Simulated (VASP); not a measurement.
# NaCl (I4/mmm) in VASP: further runs

NaCl is run at these levels: PBE; tasks: single point.

Program: VASP 6.6.1. These are calculated values, not measurements. Logs are shortened: lines on timing, memory, paths and dates and some standing lists are left out, and cuts for length are marked.

### Step 1. The cell of the first run

Symmetry: I4/mmm, No. 139, tetragonal system. The conventional cell has a = 4.005 Å, b = 4.005 Å, c = 5.720 Å, α = 90.00°, β = 90.00°, γ = 90.00°. Na (site symmetry 4/mmm) has 6 Cl at 2.83 to 2.86 Å within 3.7 Å. Cl (site symmetry 4/mmm) has 6 Na at 2.83 to 2.86 Å within 3.7 Å.

### Step 2. Single point, PBE (strain +0.0100 x Voigt [0, 1, 0, 0, 0, 0])

File INCAR:

```
PREC     = Accurate       # precision mode
ENCUT    = 520            # plane-wave cutoff, eV
EDIFF    = 1E-6           # SCF threshold, eV
ISMEAR   = 0              # smearing method
SIGMA    = 0.05           # smearing width, eV
LREAL    = False          # projectors in reciprocal space
LASPH    = True           # aspherical terms in the spheres
NELM     = 80             # most SCF steps
ALGO     = Normal         # electronic algorithm
ISIF     = 2              # what is computed and relaxed
LWAVE    = False          # write WAVECAR
LCHARG   = True           # write CHGCAR
GGA      = PE             # functional
LELF     = True           # ELF
LVHAR    = True         
NBANDS   = 14             # bands
```

File KPOINTS:

```
regular mesh
0
Gamma
  8 8 8
```

File POSCAR:

```
NaCl
1.0
    0.0000000000      2.8600675000      2.8317500000
    2.8317500000      0.0000000000      2.8317500000
    2.8317500000      2.8600675000      0.0000000000
Na Cl
1 1
Direct
    0.0000000000      0.0000000000      0.0000000000
    0.5000000000      0.5000000000      0.5000000000
```

Potentials or basis: VASP PAW PBE potentials, release 64 (Na_pv, Cl).

Launch:

```console
cat potpaw_PBE.64/Na_pv/POTCAR potpaw_PBE.64/Cl/POTCAR > POTCAR
mpirun -np 1 vasp_std > vasp.out
```

OUTCAR:

```text
PREC = Accurate
   ENCUT = 520
   EDIFF = 1E-6
   ISMEAR = 0
   LREAL = False
   LASPH = True
   NELM = 80
   ISIF = 2
   GGA = PE

 ion  position               nearest neighbor table
   1  0.000  0.000  0.000-
   2  0.500  0.500  0.500-

  LATTYP: Found a body centered tetragonal cell.
 ALAT       =     4.0046992553
 C/A-ratio  =     1.4283556980

  Lattice vectors:

 A1 = (   0.0000000000,  -2.8600675000,   2.8317500000)
 A2 = (   0.0000000000,  -2.8600675000,  -2.8317500000)
 A3 = (   2.8317500000,   2.8600675000,   0.0000000000)

Analysis of symmetry for initial positions (statically):
=====================================================================
 Subroutine PRICEL returns:
 Original cell was already a primitive cell.

 Routine SETGRP: Setting up the symmetry group for a
 body centered tetragonal supercell.

 Subroutine GETGRP returns: Found 16 space group operations
 (whereof 16 operations were pure point group operations)
 out of a pool of 16 trial point group operations.

The static configuration has the point symmetry D_4h.

Analysis of symmetry for dynamics (positions and initial velocities):
=====================================================================
 Subroutine PRICEL returns:
 Original cell was already a primitive cell.

 Routine SETGRP: Setting up the symmetry group for a
 body centered tetragonal supercell.

 Subroutine GETGRP returns: Found 16 space group operations
 (whereof 16 operations were pure point group operations)
 out of a pool of 16 trial point group operations.

The dynamic configuration has the point symmetry D_4h.

 Subroutine INISYM returns: Found 16 space group operations
 (whereof 16 operations are pure point group operations),
 and found     1 'primitive' translations

----------------------------------------------------------------------------------------

                                     Primitive cell

  volume of cell :      45.8687

  direct lattice vectors                    reciprocal lattice vectors
     0.000000000  2.860067500  2.831750000    -0.176569259  0.174821049  0.176569259
     2.831750000  0.000000000  2.831750000     0.176569259 -0.174821049  0.176569259
     2.831750000  2.860067500  0.000000000     0.176569259  0.174821049 -0.176569259

  length of vectors
     4.024772561  4.004699255  4.024772561     0.304820940  0.304820940  0.304820940

  position of ions in fractional coordinates (direct lattice)
     0.000000000  0.000000000  0.000000000
     0.500000000  0.500000000  0.500000000

  ion indices of the primitive-cell ions
   primitive index   ion index
                 1           1
                 2           2

----------------------------------------------------------------------------------------

 KPOINTS: regular mesh

Automatic generation of k-mesh.
 Grid dimensions read from file:
 generate k-points for:    8    8    8

 Generating k-lattice:

  Cartesian coordinates                     Fractional coordinates (reciprocal lattice)
    -0.022071157  0.021852631  0.022071157     0.125000000  0.000000000 -0.000000000
     0.022071157 -0.021852631  0.022071157     0.000000000  0.125000000  0.000000000
     0.022071157  0.021852631 -0.022071157    -0.000000000  0.000000000  0.125000000

  Length of vectors
     0.038102618  0.038102618  0.038102618

  Shift w.r.t. Gamma in fractional coordinates (k-lattice)
     0.000000000  0.000000000  0.000000000

 Subroutine IBZKPT returns following result:
 ===========================================

 Found     59 irreducible k-points:

 Following reciprocal coordinates:
            Coordinates               Weight
  0.000000  0.000000  0.000000      1.000000
  0.125000  0.000000 -0.000000      8.000000
  0.250000  0.000000 -0.000000      8.000000
  0.375000  0.000000 -0.000000      8.000000
  0.500000  0.000000 -0.000000      4.000000
  0.125000  0.125000  0.000000      4.000000
[... 16 lines left out ...]
  0.250000  0.000000  0.125000      8.000000
  0.375000  0.000000  0.125000      8.000000
 [... further k-points ...]
   k-points           NKPTS =     59   k-points in BZ     NKDIM =     59   number of bands    NBANDS=     14
   number of dos      NEDOS =    301   number of ions     NIONS =      2
   total plane-waves  NPLWV =  27000
   dimension x,y,z NGX =    30 NGY =   30 NGZ =   30
   dimension x,y,z NGXF=    60 NGYF=   60 NGZF=   60
   ions per type =               1   1
   NGX,Y,Z   is equivalent  to a cutoff of  12.39, 12.45, 12.39 a.u.
   NGXF,Y,Z  is equivalent  to a cutoff of  24.78, 24.91, 24.78 a.u.
 SYSTEM =  unknown system
   PREC   = accura    normal or accurate (medium, high low for compatibility)
   ISTART =      0    job   : 0-new  1-cont  2-samecut
   ICHARG =      2    charge: 1-file 2-atom 10-const
   ISPIN  =      1    spin polarized calculation?
   LNONCOLLINEAR =      F non collinear calculations
   LSORBIT =      F    spin-orbit coupling
   LASPH  =      T    aspherical Exc in radial PAW
   ENCUT  =  520.0 eV  38.22 Ry    6.18 a.u.   7.48  7.45  7.48*2*pi/ulx,y,z
   NELM   =     80;   NELMIN=  2; NELMDL= -5     # of ELM steps
   EDIFF  = 0.1E-05   stopping-criterion for ELM
   LREAL  =      F    real-space projection
   EDIFFG = 0.1E-04   stopping-criterion for IOM
   NSW    =      0    number of steps for IOM
   IBRION =     -1    ionic relax: 0-MD 1-quasi-New 2-CG
   NFREE  =      0    steps in history (QN), initial steepest desc. (CG)
   ISIF   =      2    stress and relaxation
   ISYM   =      2    0-nonsym 1-usesym 2-fastsym
   POTIM  = 0.5000    time-step for ionic-motion
   TEBEG  =    0.0;   TEEND  =   0.0 temperature during run
   PSTRESS=    0.0 pullay stress
   NELECT =      14.0000    total number of electrons
   NUPDOWN=      -1.0000    fix difference up-down
   EMIN   =  10.00;   EMAX   =-10.00  energy-range for DOS
   EFERMI =   0.00;   METHOD = LEGACY
   ISMEAR =     0;   SIGMA  =   0.05  broadening in eV -4-tet -1-fermi 0-gaus
   EFERMI_NEDOS =   21; number of points for ismear=-14 and -15
   IALGO  =     38    algorithm
   IMIX   =      4    mixing-type and parameters
     AMIX     =   0.40;   BMIX     =  1.00
     AMIX_MAG =   1.60;   BMIX_MAG =  1.00
  volume/ion in A,a.u.               =      22.93       154.77
  Fermi-wavevector in a.u.,A,eV,Ry     =   1.102247  2.082944 16.530368  1.214948
  Thomas-Fermi vector in A             =   2.238687
   LORBIT       =      0    0 simple, 1 ext, 2 COOP (PROOUT), +10 PAW based schemes
   GGA     = PE    functional components
   LHFCALC =     F    Hartree Fock is set to
   AEXX    =    0.0000 exact exchange contribution
   IVDW    =     0    specifies the selected vdW correction
   LEPSILON=     F    determine dielectric tensor
   LRPA    =     F    only Hartree local field effects (RPA)
 non-spin polarized calculation
 Gauss-broadening in eV      SIGMA  =   0.05
  energy-cutoff  :      520.00
  volume of cell :       45.87
 maximum number of plane-waves:      1259
 NGX is ok and might be reduce to    30
   NGX = 15   NGY = 15   NGZ = 15

 number of electron      13.9999992 magnetization

 Free energy of the ion-electron system (eV)
  ---------------------------------------------------
  ext. energy  EPLUGINS =         0.00000000
  ---------------------------------------------------
  free energy    TOTEN  =        -6.77733726 eV

  energy without entropy =       -6.77733726  energy(sigma->0) =       -6.77733726

 E-fermi :  -0.6218     XC(G=0):  -8.0708

 val. band max:       -0.8540586337   @ k =   0.0000   0.0000   0.0000
 cond. band min:       4.1626052272   @ k =   0.0000   0.0000   0.0000
 fundamental gap:      5.0166638609
 Fermi energy:        -0.6217820373

 k-point     1 :       0.0000    0.0000    0.0000
  band No.  band energies     occupation
      1     -21.7230      2.00000
      2     -21.7213      2.00000
      3     -21.7213      2.00000
      4     -13.4687      2.00000
      5      -0.8620      2.00000
      6      -0.8620      2.00000
      7      -0.8541      2.00000
      8       4.1626      0.00000
      9      10.1887      0.00000
     10      10.2622      0.00000
     11      10.2622      0.00000
     12      12.3088      0.00000
     13      12.4288      0.00000
     14      13.9384      0.00000

 k-point     2 :       0.1250    0.0000   -0.0000
  band No.  band energies     occupation
      1     -21.7260      2.00000
      2     -21.7226      2.00000
      3     -21.7216      2.00000
      4     -13.4247      2.00000
      5      -1.2150      2.00000
      6      -0.8994      2.00000
      7      -0.8967      2.00000
      8       4.6492      0.00000
      9       9.6923      0.00000
     10      10.3963      0.00000
     11      10.4510      0.00000
     12      12.0477      0.00000
     13      12.1480      0.00000
     14      14.8183      0.00000

 k-point     3 :       0.2500    0.0000   -0.0000
  band No.  band energies     occupation
      1     -21.7351      2.00000
      2     -21.7235      2.00000
      3     -21.7222      2.00000
      4     -13.3157      2.00000
      5      -1.9176      2.00000
      6      -0.9904      2.00000
      7      -0.9870      2.00000
      8       5.6229      0.00000
      9       9.0996      0.00000
     10      10.4486      0.00000
     11      10.5376      0.00000
     12      12.2881      0.00000
     13      12.3262      0.00000
     14      14.5804      0.00000
[... 324 lines left out ...]
 k-point    23 :       0.2500    0.0000    0.1250
  band No.  band energies     occupation
      1     -21.7326      2.00000
      2     -21.7235      2.00000
      3     -21.7234      2.00000
      4     -13.3288      2.00000
      5      -1.7387      2.00000
      6      -1.0494      2.00000
      7      -1.0434      2.00000
      8       5.6290      0.00000
      9       8.8583      0.00000
     10      10.2835      0.00000
     11      10.8815      0.00000
     12      11.4436      0.00000
     13      12.8843      0.00000
     14      15.7307      0.00000

 k-point    24 :       0.3750    0.0000    0.1250
  band No.  band energies     occupation
      1     -21.7408      2.00000
      2     -21.7249      2.00000
      3     -21.7240      2.00000
      4     -13.2191      2.00000
      5      -2.2943      2.00000
      6      -1.1795      2.00000
      7      -1.1316      2.00000
      8       6.4554      0.00000
      9       8.8251      0.00000
     10       9.6814      0.00000
     11      10.6883      0.00000
     12      12.5895      0.00000
     13      13.9686      0.00000
     14      15.2164      0.00000

 [... further k-points ...]

------------------------ aborting loop because EDIFF is reached ----------------------------------------

  FORCE on cell =-STRESS in cart. coord.  units (eV):
  Direction    XX          YY          ZZ          XY          YZ          ZX
  --------------------------------------------------------------------------------------
  -------------------------------------------------------------------------------------
  Total        0.0782618     -0.0256328      0.0782618     -0.0000000     -0.0000000      0.0000000
  in kB        2.7336593     -0.8953442      2.7336593     -0.0000000     -0.0000000      0.0000000
  external PRESSURE =       1.5239914 kB  Pullay stress =       0.0000000 kB

 VOLUME and BASIS-vectors are now :
 -----------------------------------------------------------------------------
  energy-cutoff  :      520.00
  volume of cell :       45.87
      direct lattice vectors                 reciprocal lattice vectors
     0.000000000  2.860067500  2.831750000    -0.176569259  0.174821049  0.176569259
     2.831750000  0.000000000  2.831750000     0.176569259 -0.174821049  0.176569259
     2.831750000  2.860067500  0.000000000     0.176569259  0.174821049 -0.176569259

 POSITION                                       TOTAL-FORCE (eV/Angst)
 -----------------------------------------------------------------------------------
      0.00000      0.00000      0.00000         0.000000      0.000000     -0.000000
      2.83175      2.86007      2.83175        -0.000000      0.000000      0.000000
 -----------------------------------------------------------------------------------
    total drift:                               -0.000000      0.000000      0.000000

  FREE ENERGIE OF THE ION-ELECTRON SYSTEM (eV)
  ---------------------------------------------------
  free  energy   TOTEN  =        -6.7773372585 eV

  energy  without entropy=       -6.7773372585  energy(sigma->0) =       -6.77733726
```

Wall time 74 s (1 thread of AMD EPYC 7R13, shared host); peak memory 0.15 GiB.

What came out:

```
Free energy            : -6.7773 eV
Pressure               : 0.2 GPa
Band gap on the k mesh : 5.02 eV, direct
```

Stress tensor (GPa, compression positive):
```
 0.27  0.00  0.00
 0.00 -0.09  0.00
 0.00  0.00  0.27
```

Caveat: the cell differs from its parent crystal (strain +0.0100 x Voigt [0, 1, 0, 0, 0, 0]). A k mesh can miss the band edges.

### Step 3. Single point, PBE (strain +0.0175 x Voigt [0, 1, 0, 0, 0, 0])

File INCAR:

```
SYSTEM = NaCl
PREC     = Accurate       ! precision mode
ENCUT    = 520            ! plane-wave cutoff, eV
EDIFF    = 1E-6           ! SCF threshold, eV
ISMEAR   = 0              ! smearing method
SIGMA    = 0.05           ! smearing width, eV
LREAL    = .FALSE.        ! projectors in reciprocal space
LASPH    = .TRUE.         ! aspherical terms in the spheres
NELM     = 60             ! most SCF steps
ALGO     = Normal         ! electronic algorithm
ISIF     = 2              ! what is computed and relaxed
LWAVE    = .FALSE.        ! write WAVECAR
LCHARG   = .TRUE.         ! write CHGCAR
GGA      = PE             ! functional
LELF     = .TRUE.         ! ELF
LVHAR    = .TRUE.       
NBANDS   = 14             ! bands
```

File KPOINTS:

```
Automatic mesh
0
G
  8 8 8
  0 0 0
```

File POSCAR:

```
NaCl
1.0
    0.0000000000      2.8813056250      2.8317500000
    2.8317500000      0.0000000000      2.8317500000
    2.8317500000      2.8813056250      0.0000000000
Na Cl
1 1
Direct
    0.0000000000      0.0000000000      0.0000000000
    0.5000000000      0.5000000000      0.5000000000
```

Potentials or basis: VASP PAW PBE potentials, release 64 (Na_pv, Cl).

Launch:

```console
cat potpaw_PBE.64/Na_pv/POTCAR potpaw_PBE.64/Cl/POTCAR > POTCAR
mpirun -np 1 vasp_std > vasp.out
```

Run time: 78 s. Hardware: 1 thread of AMD EPYC 7R13, shared host; peak memory 0.15 GiB.

It converged, with:

| Quantity | Value |
| --- | --- |
| Free energy | -6.7769 eV |
| Pressure | 0.0 GPa |
| Band gap on the k mesh | 4.99 eV, direct |

Stress tensor (GPa, compression positive):
```
 0.19  0.00  0.00
 0.00 -0.41  0.00
 0.00  0.00  0.19
```

Levels at points of the mesh, in eV from the valence-band top:
```tsv
k point	band 4	band 5	band 6	band 7	band 8	band 9	band 10	band 11
(0.00, 0.00, 0.00)	-12.60	-0.01	-0.01	0.00	4.99	11.00	11.12	11.12
(0.50, 0.00, 0.00)	-12.29	-1.84	-0.27	-0.25	7.21	10.37	10.81	10.98
(0.50, 0.50, 0.00)	-12.24	-1.59	-0.61	-0.56	7.44	8.07	11.16	14.35
(0.50, 0.00, 0.50)	-12.26	-1.59	-0.55	-0.55	7.44	8.14	10.99	14.58
```

Caveat: the cell differs from its parent crystal (strain +0.0175 x Voigt [0, 1, 0, 0, 0, 0]).
